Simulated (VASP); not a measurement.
Wanted: the native input for a VASP 6.6.1 run.

```
Task                   : relaxation of cell and atoms
Functional             : LDA
Potentials or basis    : VASP PAW LDA potentials, release 64 (Al, P)
Cutoff                 : 500 eV
k mesh                 : 8 × 8 × 8
Occupations            : gaussian, width 0.02 eV
Spin                   : no spin polarisation
Dipole correction      : no
Further INCAR settings : ALGO = Normal; EDIFF = 1e-07; IBRION = 2; EDIFFG = -0.002; NSW = 100; ISIF = 3
```

The structure of AlP (l) lies in POSCAR:

```
AlP
1.0
    0.0000000000      2.7364837100      2.7364837100
    2.7364837100      0.0000000000      2.7364837100
    2.7364837100      2.7364837100      0.0000000000
Al P
1 1
Direct
    0.0000000000      0.0000000000      0.0000000000
    0.2500000000      0.2500000000      0.2500000000
```

One way to write it, as run:

INCAR

```
PREC = Accurate
ENCUT = 500
EDIFF = 1E-7
ISMEAR = 0
SIGMA = 0.02
LREAL = False
LASPH = True
NELM = 120
ALGO = Normal
ISIF = 3
LWAVE = False
LCHARG = False
GGA = CA
IBRION = 2
NSW = 100
EDIFFG = -0.002
GGA_COMPAT = False
NELMIN = 4
```

KPOINTS

```
regular mesh
0
Gamma
  8 8 8
```

Potentials or basis: VASP PAW LDA potentials, release 64 (Al, P).

The run is started by

```sh
$ cat potpaw_LDA.64/Al/POTCAR potpaw_LDA.64/P/POTCAR > POTCAR
$ mpirun -np 1 vasp_std > vasp.out
```

Results of the run:

The relaxed volume is 20.07 Å³/atom. The relaxed cell is a = 3.843 Å, b = 3.843 Å, c = 3.843 Å, α = 60.00°, β = 60.00°, γ = 60.00° and the space group after relaxing (to 0.05 Å) is F-43m (No. 216). The energy gained by relaxing is 2.4 meV/atom, the ionic steps are 3 and the pressure after relaxing is 0.0 GPa. The band gap on the k mesh is 1.42 eV, indirect (least direct gap 3.24 eV).

It took 13 s on 1 thread of AMD EPYC 9R45 (Zen 5) (shared host), peak memory 0.1 GiB.
